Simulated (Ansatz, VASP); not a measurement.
BN in VASP and in Ansatz

```xyz
2
Lattice="0.0000 1.5618 1.5618 1.5618 0.0000 1.5618 1.5618 1.5618 0.0000" Properties=species:S:1:pos:R:3 pbc="T T T"
B     0.0000    0.0000    0.0000
N     0.7809    0.7809    0.7809
```

Change from the starting cell: volume scaled by 0.64, crystal datasets.

Alike in both runs: task single point; functional PBE; k mesh 15 × 15 × 15; occupations fermi-dirac, width 0.05 eV; no spin polarisation.

```csv
,VASP,Ansatz
version,VASP 6.6.1,Ansatz 0.2.0
potentials or method,"VASP PAW PBE potentials, release 64 (B, N), cutoff 600 eV","all-electron PAW with datasets made for the crystal, scalar-relativistic"
```

```csv
,VASP,Ansatz,Ansatz less VASP
gap on the k mesh at the Fermi level (eV),4.90,4.94,+0.040
pressure (GPa),370.8,368.9,-1.86
```

Both programs put the cell under a high pressure, so it lies far from rest at this level. Ansatz ran all-electron here, and VASP with PAW potentials.

Noted on VASP's run: the cell as given lies far from equilibrium.
